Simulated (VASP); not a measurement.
# La2Si3Rh (P6_3/mmc) in VASP: single point with LDA

Aim: the single point of La2Si3Rh with LDA.

Program: VASP 6.6.1. These are calculated values, not measurements. Logs are shortened: lines on timing, memory, paths and dates and some standing lists are left out, and cuts for length are marked.

**1. The cell of the first run**

It takes space group P6_3/mmc (No. 194, hexagonal). Conventional cell: a = 8.337 Å, b = 8.337 Å, c = 8.609 Å, α = 90.00°, β = 90.00°, γ = 120.00°. Within 4.4 Å of La (site symmetry -6m2) lie 12 Si at 3.21 to 3.23 Å and 8 La at 4.17 to 4.30 Å. La (site symmetry mm2) has 4 Rh at 3.21 to 3.24 Å and 8 Si at 3.22 to 3.25 Å and 8 La at 4.14 to 4.30 Å within 4.4 Å. Within 3.3 Å of Si (site symmetry m) lie 2 Si at 2.40 Å and 1 Rh at 2.42 Å and 6 La at 3.21 to 3.25 Å. Within 3.3 Å of Rh (site symmetry 3m) lie 3 Si at 2.42 Å and 6 La at 3.21 to 3.24 Å.

**2. Single point, LDA**

INCAR

```
ALGO = Normal
EDIFF = 1E-6
ENCUT = 500
GGA = CA
GGA_COMPAT = F
ISIF = 2
ISMEAR = 0
LASPH = T
LCHARG = F
LMAXMIX = 6
LREAL = F
LWAVE = F
NBANDS = 116
NELM = 200
PREC = Accurate
SIGMA = 0.1
```

KPOINTS

```
k-points
0
Gamma
  3 3 2
```

POSCAR

```
La2Si3Rh
1.0
    8.3369341586      0.0000000000      0.0000000000
   -4.1684670793      7.2199967710      0.0000000000
    0.0000000000      0.0000000000      8.6090710000
La Si Rh
8 12 4
Direct
    0.0000000000      0.0000000000      0.7500000000
    0.0000000000      0.0000000000      0.2500000000
    0.4986750000      0.9973500000      0.7500000000
    0.0026500000      0.5013250000      0.7500000000
    0.4986750000      0.5013250000      0.7500000000
    0.5013250000      0.0026500000      0.2500000000
    0.9973500000      0.4986750000      0.2500000000
    0.5013250000      0.4986750000      0.2500000000
    0.8340860000      0.6681720000      0.0012800000
    0.3318280000      0.1659140000      0.0012800000
    0.8340860000      0.1659140000      0.0012800000
    0.1659140000      0.3318280000      0.9987200000
    0.6681720000      0.8340860000      0.9987200000
    0.1659140000      0.8340860000      0.9987200000
    0.1659140000      0.3318280000      0.5012800000
    0.6681720000      0.8340860000      0.5012800000
    0.1659140000      0.8340860000      0.5012800000
    0.8340860000      0.6681720000      0.4987200000
    0.3318280000      0.1659140000      0.4987200000
    0.8340860000      0.1659140000      0.4987200000
    0.6666666700      0.3333333300      0.9948530000
    0.3333333300      0.6666666700      0.0051470000
    0.3333333300      0.6666666700      0.4948530000
    0.6666666700      0.3333333300      0.5051470000
```

Potentials or basis: VASP PAW LDA potentials, release 64 (La, Si, Rh_pv).

Launch:

```bash
$ cat potpaw_LDA.64/La/POTCAR potpaw_LDA.64/Si/POTCAR potpaw_LDA.64/Rh_pv/POTCAR > POTCAR
$ mpirun -np 1 vasp_std > vasp.out
```

OUTCAR:

```text
EDIFF = 1E-6
   ENCUT = 500
   GGA = CA
   ISIF = 2
   ISMEAR = 0
   LASPH = T
   LREAL = F
   NELM = 200
   PREC = Accurate

 ion  position               nearest neighbor table
   1  0.000  0.000  0.750-  12 3.21  15 3.21  14 3.21  13 3.21  16 3.21  17 3.21   9 3.23  18 3.23
                            11 3.23  10 3.23  19 3.23  20 3.23
   2  0.000  0.000  0.250-   9 3.21  18 3.21  11 3.21  10 3.21  19 3.21  20 3.21  15 3.23  12 3.23
                            17 3.23  14 3.23  13 3.23  16 3.23
   3  0.499  0.997  0.750-  21 3.21  24 3.21  16 3.22  17 3.22  13 3.22  14 3.22  23 3.24  22 3.24
                            10 3.25  11 3.25  19 3.25  20 3.25
   4  0.003  0.501  0.750-  21 3.21  24 3.21  14 3.22  17 3.22  15 3.22  12 3.22  23 3.24  22 3.24
                            11 3.25  20 3.25  18 3.25   9 3.25
   5  0.499  0.501  0.750-  21 3.21  24 3.21  13 3.22  16 3.22  15 3.22  12 3.22  23 3.24  22 3.24
                            10 3.25  19 3.25  18 3.25   9 3.25
   6  0.501  0.003  0.250-  22 3.21  23 3.21  19 3.22  20 3.22  10 3.22  11 3.22  21 3.24  24 3.24
                            16 3.25  17 3.25  13 3.25  14 3.25
   7  0.997  0.499  0.250-  22 3.21  23 3.21  11 3.22  20 3.22  18 3.22   9 3.22  21 3.24  24 3.24
                            14 3.25  17 3.25  15 3.25  12 3.25
   8  0.501  0.499  0.250-  22 3.21  23 3.21  10 3.22  19 3.22  18 3.22   9 3.22  21 3.24  24 3.24
                            13 3.25  16 3.25  15 3.25  12 3.25
   9  0.834  0.668  0.001-  13 2.40  14 2.40  21 2.42   2 3.21   7 3.22   8 3.22   1 3.23   5 3.25
[... 17 lines left out ...]
  18  0.834  0.668  0.499-  16 2.40  17 2.40  24 2.42   2 3.21   7 3.22   8 3.22   1 3.23   5 3.25
                             4 3.25
  19  0.332  0.166  0.499-  17 2.40  15 2.40  24 2.42   2 3.21   8 3.22   6 3.22   1 3.23   5 3.25
                             3 3.25
  20  0.834  0.166  0.499-  16 2.40  15 2.40  24 2.42   2 3.21   7 3.22   6 3.22   1 3.23   4 3.25
                             3 3.25
  21  0.667  0.333  0.995-  11 2.42   9 2.42  10 2.42   3 3.21   4 3.21   5 3.21   6 3.24   7 3.24
                             8 3.24
  22  0.333  0.667  0.005-  14 2.42  12 2.42  13 2.42   6 3.21   7 3.21   8 3.21   3 3.24   4 3.24
                             5 3.24
  23  0.333  0.667  0.495-  17 2.42  15 2.42  16 2.42   6 3.21   7 3.21   8 3.21   3 3.24   4 3.24
                             5 3.24
  24  0.667  0.333  0.505-  20 2.42  18 2.42  19 2.42   3 3.21   4 3.21   5 3.21   6 3.24   7 3.24
                             8 3.24

  LATTYP: Found a hexagonal cell.
 ALAT       =     8.3369341586
 C/A-ratio  =     1.0326423163

  Lattice vectors:

 A1 = (   8.3369341586,   0.0000000000,   0.0000000000)
 A2 = (  -4.1684670793,   7.2199967710,   0.0000000000)
 A3 = (   0.0000000000,   0.0000000000,   8.6090710000)

Analysis of symmetry for initial positions (statically):
=====================================================================
 Subroutine PRICEL returns:
 Original cell was already a primitive cell.

 Routine SETGRP: Setting up the symmetry group for a
 hexagonal supercell.

[... 161 lines left out ...]
   EFERMI_NEDOS =   21; number of points for ismear=-14 and -15
   IALGO  =     38    algorithm
   IMIX   =      4    mixing-type and parameters
     AMIX     =   0.40;   BMIX     =  1.00
     AMIX_MAG =   1.60;   BMIX_MAG =  1.00
  volume/ion in A,a.u.               =      21.59       145.71
  Fermi-wavevector in a.u.,A,eV,Ry     =   1.183933  2.237308 19.071236  1.401696
  Thomas-Fermi vector in A             =   2.320157
   LORBIT       =      0    0 simple, 1 ext, 2 COOP (PROOUT), +10 PAW based schemes
   GGA     = CA    functional components
   LHFCALC =     F    Hartree Fock is set to
   AEXX    =    0.0000 exact exchange contribution
   IVDW    =     0    specifies the selected vdW correction
   LEPSILON=     F    determine dielectric tensor
   LRPA    =     F    only Hartree local field effects (RPA)
 non-spin polarized calculation
 Gauss-broadening in eV      SIGMA  =   0.10
  energy-cutoff  :      500.00
  volume of cell :      518.20
 maximum number of plane-waves:     13185
 NGX is ok and might be reduce to    64
   NGX = 31   NGY = 31   NGZ = 31

 number of electron     196.0000001 magnetization

 Free energy of the ion-electron system (eV)
  ---------------------------------------------------
  ext. energy  EPLUGINS =         0.00000000
  ---------------------------------------------------
  free energy    TOTEN  =      -173.31668034 eV

  energy without entropy =     -173.28279655  energy(sigma->0) =     -173.29973844

 E-fermi :   8.4558     XC(G=0): -10.8048

 val. band max:        8.4173439105   @ k =   0.0000   0.0000   0.5000
 cond. band min:       8.4733887408   @ k =   0.0000   0.0000   0.5000
 fundamental gap:      0.0560448303
 Fermi energy:         8.4558057187

 k-point     1 :       0.0000    0.0000    0.0000
  band No.  band energies     occupation
      1     -37.3145      2.00000
      2     -37.3145      2.00000
      3     -37.3143      2.00000
      4     -37.3143      2.00000
      5     -37.3142      2.00000
      6     -37.3142      2.00000
[... 667 lines left out ...]
    109      10.0662      0.00000
    110      10.0662      0.00000
 [bands above 110 left out]

------------------------ aborting loop because EDIFF is reached ----------------------------------------

  FORCE on cell =-STRESS in cart. coord.  units (eV):
  Direction    XX          YY          ZZ          XY          YZ          ZX
  --------------------------------------------------------------------------------------
  -------------------------------------------------------------------------------------
  Total      -18.2956966    -18.2956966    -13.7192021      0.0000000      0.0000000      0.0000000
  in kB      -56.5665730    -56.5665730    -42.4169825      0.0000000      0.0000000      0.0000000
  external PRESSURE =     -51.8500429 kB  Pullay stress =       0.0000000 kB

 VOLUME and BASIS-vectors are now :
 -----------------------------------------------------------------------------
  energy-cutoff  :      500.00
  volume of cell :      518.20
      direct lattice vectors                 reciprocal lattice vectors
     8.336934159  0.000000000  0.000000000     0.119948171  0.069252109  0.000000000
    -4.168467079  7.219996771  0.000000000     0.000000000  0.138504217  0.000000000
     0.000000000  0.000000000  8.609071000     0.000000000  0.000000000  0.116156552

 POSITION                                       TOTAL-FORCE (eV/Angst)
 -----------------------------------------------------------------------------------
      0.00000      0.00000      6.45680         0.000000     -0.000000      0.000000
      0.00000      0.00000      2.15227         0.000000     -0.000000      0.000000
      0.00000      7.20086      6.45680         0.000000      0.092184     -0.000000
     -2.06766      3.61956      6.45680        -0.079833     -0.046092      0.000000
      2.06766      3.61956      6.45680         0.079833     -0.046092     -0.000000
      4.16847      0.01913      2.15227         0.000000     -0.092184      0.000000
[... 16 lines left out ...]
     -0.00000      4.81333      4.26022         0.000000     -0.000000      0.096883
      4.16847      2.40667      4.34885         0.000000     -0.000000     -0.096883
 -----------------------------------------------------------------------------------
    total drift:                                0.000071     -0.000041      0.000080

  FREE ENERGIE OF THE ION-ELECTRON SYSTEM (eV)
  ---------------------------------------------------
  free  energy   TOTEN  =      -173.3166803352 eV

  energy  without entropy=     -173.2827965540  energy(sigma->0) =     -173.29973844
```

OSZICAR:

```text
N       E                     dE             d eps       ncg     rms          rms(c)
DAV:   1     0.287874121410E+04    0.28787E+04   -0.69830E+04  1408   0.225E+03
DAV:   2     0.599253766678E+03   -0.22795E+04   -0.22089E+04  1856   0.539E+02
DAV:   3     0.981452870350E+00   -0.59827E+03   -0.58210E+03  2248   0.316E+02
[... 11 lines left out ...]
DAV:  15    -0.173316661799E+03   -0.44847E-04   -0.46319E-04  2624   0.921E-02    0.208E-02
DAV:  16    -0.173316673719E+03   -0.11921E-04   -0.15522E-04  2496   0.533E-02    0.836E-03
DAV:  17    -0.173316678244E+03   -0.45243E-05   -0.49086E-05  1800   0.305E-02    0.559E-03
DAV:  18    -0.173316679800E+03   -0.15565E-05   -0.16129E-05  1392   0.181E-02    0.223E-03
DAV:  19    -0.173316680335E+03   -0.53495E-06   -0.56781E-06  1240   0.104E-02
   1 F= -.17331668E+03 E0= -.17329974E+03  d E =-.338838E-01
```

It took 17 min on 1 thread of Intel Xeon Platinum 8375C at 2.90GHz (Ice Lake), shared host; peak memory 0.58 GiB.

What came out:

- Free energy: -173.3167 eV
- Pressure: -5.2 GPa
- Largest force: 0.226 eV/Å
- Band gap on the k mesh: zero (bands 98 and 99 overlap by 0.31 eV)

Forces on the atoms (eV/Å):
```
La   0.000  0.000  0.000
La   0.000  0.000  0.000
La   0.000  0.092  0.000
La  -0.080 -0.046  0.000
La   0.080 -0.046  0.000
La   0.000 -0.092  0.000
La   0.080  0.046  0.000
La  -0.080  0.046  0.000
Si   0.000 -0.224 -0.026
Si   0.194  0.112 -0.026
Si  -0.194  0.112 -0.026
Si   0.000  0.224  0.026
Si  -0.194 -0.112  0.026
Si   0.194 -0.112  0.026
Si   0.000  0.224 -0.026
Si  -0.194 -0.112 -0.026
Si   0.194 -0.112 -0.026
Si   0.000 -0.224  0.026
Si   0.194  0.112  0.026
Si  -0.194  0.112  0.026
Rh   0.000  0.000  0.097
Rh   0.000  0.000 -0.097
Rh   0.000  0.000  0.097
Rh   0.000  0.000 -0.097
```

Caveat: the k points lie up to 0.36 Å⁻¹ apart; spin-orbit coupling is left out, which moves the levels of the heavy elements.

The gap in the log of VASP goes by the Fermi energy; the results here count the filled bands.